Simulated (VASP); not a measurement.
# C (P6_3/mmc) in VASP: relaxation of cell and atoms with r2SCAN+rVV10

Aim: the relaxation of cell and atoms of C with r2SCAN+rVV10.

Program: VASP 6.6.1. These are calculated values, not measurements. Logs are shortened: lines on timing, memory, paths and dates and some standing lists are left out, and cuts for length are marked.

## 1. The cell of the first run

It takes space group P6_3/mmc (No. 194, hexagonal). The conventional cell has a = 2.456 Å, b = 2.456 Å, c = 6.696 Å, α = 90.00°, β = 90.00°, γ = 120.00°. C (site symmetry -6m2) has 3 C at 1.42 Å within 1.9 Å. C (site symmetry -6m2) has 3 C at 1.42 Å within 1.9 Å.

## 2. Relaxation of cell and atoms, r2SCAN+rVV10

Contents of POSCAR:

```
C
1.0
    2.4560000000      0.0000000000      0.0000000000
   -1.2280000000      2.1269583917      0.0000000000
    0.0000000000      0.0000000000      6.6960000000
C
4
Direct
    0.0000000000      0.0000000000      0.7500000000
    0.0000000000      0.0000000000      0.2500000000
    0.3333333333      0.6666666667      0.7500000000
    0.6666666667      0.3333333333      0.2500000000
```

Contents of INCAR.step1:

```
SYSTEM = C
ALGO = Normal
EDIFF = 1E-4
ENCUT = 600
GGA = PE
ISMEAR = 0
LASPH = .True.
LCHARG = .False.
LREAL = .False.
LWAVE = .True.
NELM = 80
PREC = Accurate
SIGMA = 0.1
```

Contents of INCAR.step2:

```
SYSTEM = C
ALGO = Normal
BPARAM = 11.95
CPARAM = 0.0093
EDIFF = 1E-6
EDIFFG = -0.002
ENCUT = 600
IBRION = 2
ISIF = 3
ISMEAR = 0
ISTART = 1
IVDW_NL = 2
LASPH = .True.
LCHARG = .False.
LMIXTAU = .True.
LREAL = .False.
LUSE_VDW = .True.
LWAVE = .False.
METAGGA = R2SCAN
NELM = 80
NSW = 100
PREC = Accurate
SIGMA = 0.1
```

Contents of KPOINTS:

```
k-points
0
Gamma
  21 21 6
  0 0 0
```

Potentials or basis: VASP PAW PBE potentials, release 64 (C).

Launch:

```sh
$ cat potpaw_PBE.64/C/POTCAR > POTCAR
$ cp INCAR.step1 INCAR
$ mpirun -np 1 vasp_std > vasp.out
$ cp INCAR.step2 INCAR
$ mpirun -np 1 vasp_std > vasp.out
```

OUTCAR:

```text
SYSTEM = C
   BPARAM = 11.95
   EDIFF = 1E-6
   EDIFFG = -0.002
   ENCUT = 600
   IBRION = 2
   ISIF = 3
   ISMEAR = 0
   ISTART = 1
   IVDW_NL = 2
   LASPH = .True.
   LREAL = .False.
   METAGGA = R2SCAN
   NELM = 80
   NSW = 100
   PREC = Accurate

 ion  position               nearest neighbor table
   1  0.000  0.000  0.750-   3 1.42   3 1.42   3 1.42
   2  0.000  0.000  0.250-   4 1.42   4 1.42   4 1.42
   3  0.333  0.667  0.750-   1 1.42   1 1.42   1 1.42
   4  0.667  0.333  0.250-   2 1.42   2 1.42   2 1.42

  LATTYP: Found a hexagonal cell.
 ALAT       =     2.4560000000
 C/A-ratio  =     2.7263843648

  Lattice vectors:

 A1 = (   2.4560000000,   0.0000000000,   0.0000000000)
 A2 = (  -1.2280000000,   2.1269583917,   0.0000000000)
 A3 = (   0.0000000000,   0.0000000000,   6.6960000000)

Analysis of symmetry for initial positions (statically):
=====================================================================
 Subroutine PRICEL returns:
 Original cell was already a primitive cell.

 Routine SETGRP: Setting up the symmetry group for a
 hexagonal supercell.

 Subroutine GETGRP returns: Found 24 space group operations
 (whereof 12 operations were pure point group operations)
 out of a pool of 24 trial point group operations.

The static configuration has the point symmetry D_3d.
 The point group associated with its full space group is D_6h.

Analysis of symmetry for dynamics (positions and initial velocities):
=====================================================================
 Subroutine PRICEL returns:
 Original cell was already a primitive cell.

 Routine SETGRP: Setting up the symmetry group for a
 hexagonal supercell.

 Subroutine GETGRP returns: Found 24 space group operations
 (whereof 12 operations were pure point group operations)
 out of a pool of 24 trial point group operations.

The dynamic configuration has the point symmetry D_3d.
 The point group associated with its full space group is D_6h.

 Subroutine INISYM returns: Found 24 space group operations
 (whereof 12 operations are pure point group operations),
 and found     1 'primitive' translations

----------------------------------------------------------------------------------------

                                     Primitive cell

  volume of cell :      34.9786

  direct lattice vectors                    reciprocal lattice vectors
     2.456000000  0.000000000  0.000000000     0.407166124  0.235077471  0.000000000
    -1.228000000  2.126958392  0.000000000     0.000000000  0.470154942  0.000000000
     0.000000000  0.000000000  6.696000000     0.000000000  0.000000000  0.149342891

  length of vectors
     2.456000000  2.456000000  6.696000000     0.470154942  0.470154942  0.149342891

  position of ions in fractional coordinates (direct lattice)
     0.000000000  0.000000000  0.750000000
     0.000000000  0.000000000  0.250000000
     0.333333333  0.666666667  0.750000000
     0.666666667  0.333333333  0.250000000

  ion indices of the primitive-cell ions
   primitive index   ion index
                 1           1
                 2           2
                 3           3
                 4           4

----------------------------------------------------------------------------------------

 KPOINTS: k-points

Automatic generation of k-mesh.
 Grid dimensions read from file:
 generate k-points for:   21   21    6

 Generating k-lattice:

  Cartesian coordinates                     Fractional coordinates (reciprocal lattice)
     0.019388863  0.011194165  0.000000000     0.047619048  0.000000000  0.000000000
     0.000000000  0.022388331  0.000000000     0.000000000  0.047619048  0.000000000
     0.000000000  0.000000000  0.024890482     0.000000000  0.000000000  0.166666667

  Length of vectors
     0.022388331  0.022388331  0.024890482

  Shift w.r.t. Gamma in fractional coordinates (k-lattice)
     0.000000000  0.000000000  0.000000000

 Subroutine IBZKPT returns following result:
 ===========================================

 Found    192 irreducible k-points:

 Following reciprocal coordinates:
            Coordinates               Weight
  0.000000  0.000000  0.000000      1.000000
  0.047619 -0.000000  0.000000      6.000000
  0.095238  0.000000  0.000000      6.000000
  0.142857 -0.000000  0.000000      6.000000
  0.190476  0.000000  0.000000      6.000000
  0.238095 -0.000000  0.000000      6.000000
[... 16 lines left out ...]
  0.142857  0.095238  0.000000     12.000000
  0.190476  0.095238  0.000000     12.000000
 [... further k-points ...]
   k-points           NKPTS =    192   k-points in BZ     NKDIM =    192   number of bands    NBANDS=     12
   number of dos      NEDOS =    301   number of ions     NIONS =      4
   total plane-waves  NPLWV =  21600
   dimension x,y,z NGX =    20 NGY =   20 NGZ =   54
   dimension x,y,z NGXF=    40 NGYF=   40 NGZF=  108
   ions per type =               4
   NGX,Y,Z   is equivalent  to a cutoff of  13.54, 13.54, 13.41 a.u.
   NGXF,Y,Z  is equivalent  to a cutoff of  27.08, 27.08, 26.81 a.u.
 SYSTEM =  C
   PREC   = accura    normal or accurate (medium, high low for compatibility)
   ISTART =      1    job   : 0-new  1-cont  2-samecut
   ICHARG =      0    charge: 1-file 2-atom 10-const
   ISPIN  =      1    spin polarized calculation?
   LNONCOLLINEAR =      F non collinear calculations
   LSORBIT =      F    spin-orbit coupling
   LASPH  =      T    aspherical Exc in radial PAW
   ENCUT  =  600.0 eV  44.10 Ry    6.64 a.u.   4.91  4.91 13.37*2*pi/ulx,y,z
   NELM   =     80;   NELMIN=  2; NELMDL=  0     # of ELM steps
   EDIFF  = 0.1E-05   stopping-criterion for ELM
   LREAL  =      F    real-space projection
   EDIFFG = -.2E-02   stopping-criterion for IOM
   NSW    =    100    number of steps for IOM
   IBRION =      2    ionic relax: 0-MD 1-quasi-New 2-CG
   NFREE  =      1    steps in history (QN), initial steepest desc. (CG)
   ISIF   =      3    stress and relaxation
   ISYM   =      2    0-nonsym 1-usesym 2-fastsym
   POTIM  = 0.5000    time-step for ionic-motion
   TEBEG  =    0.0;   TEEND  =   0.0 temperature during run
   PSTRESS=    0.0 pullay stress
   NELECT =      16.0000    total number of electrons
   NUPDOWN=      -1.0000    fix difference up-down
   EMIN   =  10.00;   EMAX   =-10.00  energy-range for DOS
   EFERMI =   0.00;   METHOD = LEGACY
   ISMEAR =     0;   SIGMA  =   0.10  broadening in eV -4-tet -1-fermi 0-gaus
   EFERMI_NEDOS =   21; number of points for ismear=-14 and -15
   IALGO  =     38    algorithm
   IMIX   =      4    mixing-type and parameters
     AMIX     =   0.40;   BMIX     =  1.00
     AMIX_MAG =   1.60;   BMIX_MAG =  1.00
  volume/ion in A,a.u.               =       8.74        59.01
  Fermi-wavevector in a.u.,A,eV,Ry     =   1.261384  2.383670 21.648079  1.591089
  Thomas-Fermi vector in A             =   2.394846
   LORBIT       =      0    0 simple, 1 ext, 2 COOP (PROOUT), +10 PAW based schemes
   METAGGA = R2SCAN    functional components
   LHFCALC =     F    Hartree Fock is set to
   AEXX    =    0.0000 exact exchange contribution
   IVDW_NL    =     2    kernel type
   BPARAM     =11.9500
   IVDW    =     0    specifies the selected vdW correction
   LEPSILON=     F    determine dielectric tensor
   LRPA    =     F    only Hartree local field effects (RPA)
 conjugate gradient relaxation of ions
 non-spin polarized calculation
 Gauss-broadening in eV      SIGMA  =   0.10
  energy-cutoff  :      600.00
  volume of cell :       34.98
 maximum number of plane-waves:      1194
 NGX is ok and might be reduce to    20
   NGX =  9   NGY =  9   NGZ = 27

--------------------------------------- Ionic step        1  -------------------------------------------

 number of electron      16.0000001 magnetization

 Free energy of the ion-electron system (eV)
  ---------------------------------------------------
  ext. energy  EPLUGINS =         0.00000000
  ---------------------------------------------------
  free energy    TOTEN  =       -39.44362213 eV

  energy without entropy =      -39.44303454  energy(sigma->0) =      -39.44332834

------------------------ aborting loop because EDIFF is reached ----------------------------------------

  FORCE on cell =-STRESS in cart. coord.  units (eV):
  Direction    XX          YY          ZZ          XY          YZ          ZX
  --------------------------------------------------------------------------------------
  -------------------------------------------------------------------------------------
  Total        0.0427844      0.0427844     -0.1311557      0.0000000      0.0000000      0.0000000
  in kB        1.9597151      1.9597151     -6.0075140      0.0000000      0.0000000      0.0000000
  external PRESSURE =      -0.6960280 kB  Pullay stress =       0.0000000 kB
[... 95 lines left out ...]
  FREE ENERGIE OF THE ION-ELECTRON SYSTEM (eV)
  ---------------------------------------------------
  free  energy   TOTEN  =       -39.4437970176 eV

  energy  without entropy=      -39.4432099388  energy(sigma->0) =      -39.44350348

[... ionic steps 4 to 7 ...]

--------------------------------------- Ionic step        8  -------------------------------------------

 number of electron      16.0000001 magnetization

------------------------ aborting loop because EDIFF is reached ----------------------------------------

  FORCE on cell =-STRESS in cart. coord.  units (eV):
  Direction    XX          YY          ZZ          XY          YZ          ZX
  --------------------------------------------------------------------------------------
  -------------------------------------------------------------------------------------
  Total        0.0386777      0.0386777      0.0010433      0.0000000     -0.0000000      0.0000000
  in kB        1.7973604      1.7973604      0.0484822      0.0000000     -0.0000000      0.0000000
  external PRESSURE =       1.2144010 kB  Pullay stress =       0.0000000 kB
[... 61 lines left out ...]
  energy  without entropy=      -39.4439860469  energy(sigma->0) =      -39.44427808

--------------------------------------- Ionic step       10  -------------------------------------------

 number of electron      16.0000001 magnetization

 Free energy of the ion-electron system (eV)
  ---------------------------------------------------
  ext. energy  EPLUGINS =         0.00000000
  ---------------------------------------------------
  free energy    TOTEN  =       -39.44457168 eV

  energy without entropy =      -39.44398761  energy(sigma->0) =      -39.44427964

 E-fermi :   4.8094     XC(G=0): -11.3322

 val. band max:        4.7967363059   @ k =   0.3333   0.3333   0.1667
 cond. band min:       4.8185084596   @ k =   0.3333   0.3333   0.3333
 fundamental gap:      0.0217721537
 Fermi energy:         4.8094174599

 k-point     1 :       0.0000    0.0000    0.0000
  band No.  band energies     occupation
      1     -16.1653      2.00000
      2     -15.8248      2.00000
      3      -4.3129      2.00000
      4      -2.0963      2.00000
      5       1.6295      2.00000
      6       1.6295      2.00000
      7       1.6524      2.00000
      8       1.6524      2.00000
      9       9.3122      0.00000
     10      13.5426      0.00000
     11      13.5426      0.00000
     12      13.6060      0.00000
[... 331 lines left out ...]
 k-point    24 :       0.1905    0.0952    0.0000
  band No.  band energies     occupation
      1     -14.5682      2.00000
      2     -14.2566      2.00000
      3      -2.8617      2.00000
      4      -2.7662      2.00000
      5      -2.3913      2.00000
      6      -1.0441      2.00000
      7      -0.9831      2.00000
      8      -0.3121      2.00000
      9      11.2106      0.00000
     10      12.4007      0.00000
     11      13.0364      0.00000
     12      14.1275      0.00000

 [... further k-points ...]

------------------------ aborting loop because EDIFF is reached ----------------------------------------

  FORCE on cell =-STRESS in cart. coord.  units (eV):
  Direction    XX          YY          ZZ          XY          YZ          ZX
  --------------------------------------------------------------------------------------
  -------------------------------------------------------------------------------------
  Total       -0.0005181     -0.0005181      0.0060591      0.0000000     -0.0000000      0.0000000
  in kB       -0.0240706     -0.0240706      0.2814911      0.0000000     -0.0000000      0.0000000
  external PRESSURE =       0.0777833 kB  Pullay stress =       0.0000000 kB
[... 19 lines left out ...]
  FREE ENERGIE OF THE ION-ELECTRON SYSTEM (eV)
  ---------------------------------------------------
  free  energy   TOTEN  =       -39.4445716770 eV

  energy  without entropy=      -39.4439876111  energy(sigma->0) =      -39.44427964

 reached required accuracy - stopping structural energy minimisation
```

Run time: 15 min. Hardware: 1 thread of Intel Xeon 6975P-C (Granite Rapids), shared host; peak memory 0.31 GiB.

Results:

| Property | Result |
| --- | --- |
| Free energy | -39.4446 eV |
| Relaxed volume | 8.62 Å³/atom |
| Relaxed cell | a = 2.456 Å, b = 2.456 Å, c = 6.601 Å, α = 90.00°, β = 90.00°, γ = 120.00° |
| Space group after relaxing (to 0.1 Å) | P6_3/mmc (No. 194) |
| Energy gained by relaxing | 0.2 meV/atom |
| Ionic steps | 10 |
| Pressure after relaxing | 0.0 GPa |
| Band gap on the k mesh | zero (bands 8 and 9 overlap by 0.03 eV) |

The path:
```
step  energy change (eV)  largest force (eV/Å)  pressure (GPa)  volume (Å³)
   1              0.0000                0.0000           -0.07        34.98
   2             -0.0002                0.0000           -0.48        34.96
   3             -0.0002                0.0000           -0.65        34.95
   4             -0.0002                0.0000           -0.61        34.93
   5             -0.0004                0.0000           -0.53        34.87
   6             -0.0007                0.0000           -0.32        34.74
   7             -0.0009                0.0000            0.10        34.49
   8             -0.0009                0.0000            0.12        34.48
   9             -0.0009                0.0000           -0.07        34.49
  10             -0.0009                0.0000            0.01        34.49
```

Final structure:
```
C
1.0
     2.45622    0.00000    0.00000
    -1.22811    2.12715    0.00000
     0.00000    0.00000    6.60073
C
4
Direct
  0.00000 0.00000 0.75000
  0.00000 0.00000 0.25000
  0.33333 0.66667 0.75000
  0.66667 0.33333 0.25000
```

Caveat: the PAW data sets were made with another functional, which shifts forces and pressure a little.

The gap in the log of VASP goes by the Fermi energy; the results here count the filled bands.